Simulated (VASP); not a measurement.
Input of a VASP 6.6.1 run:

File INCAR:

```
  PREC = Accurate
  ENCUT = 520
  EDIFF = 1E-6
  ISMEAR = -1
  SIGMA = 0.02
  LREAL = Auto
  LASPH = True
  NELM = 100
  ALGO = Normal
  ISIF = 2
  LWAVE = False
  LCHARG = True
  GGA = PS
  LELF = True
  LVHAR = True
  NBANDS = 66
```

Contents of KPOINTS:

```
Automatic mesh
0
Gamma
  2 2 2
  0.5 0.5 0.5
```

The input POSCAR:

```
Mg2ZnO3
1.0
    4.5494978865     -2.6266538294      0.0000000000
    0.0000000000      5.2533076588      0.0000000000
    0.0000000000      0.0000000000      7.4033160000
Mg Zn O
6 3 9
Direct
    0.0083112469      0.3304464313      0.6681742344
    0.6676332368      0.6617206956      0.6706729795
    0.3272323753      1.0001931189      0.6633505851
    0.3051141103      0.3166649003      0.3257164762
    0.0126959065      0.6707973301      0.3313413881
    0.6672450621      0.9947817903      0.3335793042
   -0.0093194900     -0.0121514060      0.0002979746
    0.6671747247      0.3365158031      0.0047836672
    0.3473609702      0.6900022344     -0.0045060889
   -0.0040083544      0.3355305942      0.1676105680
    0.6588942505      0.6553610277      0.1784284232
    0.3236981392      0.9913148620      0.1616216301
    0.3316878121      0.3246067378      0.8361307284
    0.0148959295      0.6734851031      0.8347743092
    0.6666819231      1.0050265412      0.8294974846
    0.0061892544      0.0046026295      0.4940264606
    0.6700669120      0.3313951768      0.5030413399
    0.3284560269      0.6585487669      0.5034022592
```

Potentials or basis: VASP PAW PBE potentials, release 64 (Mg, Zn, O).

Launch:

```console
$ cat potpaw_PBE.64/Mg/POTCAR potpaw_PBE.64/Zn/POTCAR potpaw_PBE.64/O/POTCAR > POTCAR
$ mpirun -np 1 vasp_std > vasp.out
```

(1) What does it give for the band gap on the k mesh?

(2) Predict the pressure.

(3) Estimate the largest force.

Answers

(1) 4.33 eV.

(2) -4.9 GPa.

(3) 1.204 eV/Å.

Caveat: the k points lie up to 0.69 Å⁻¹ apart; the PAW data sets were made with another functional, which shifts forces and pressure a little.
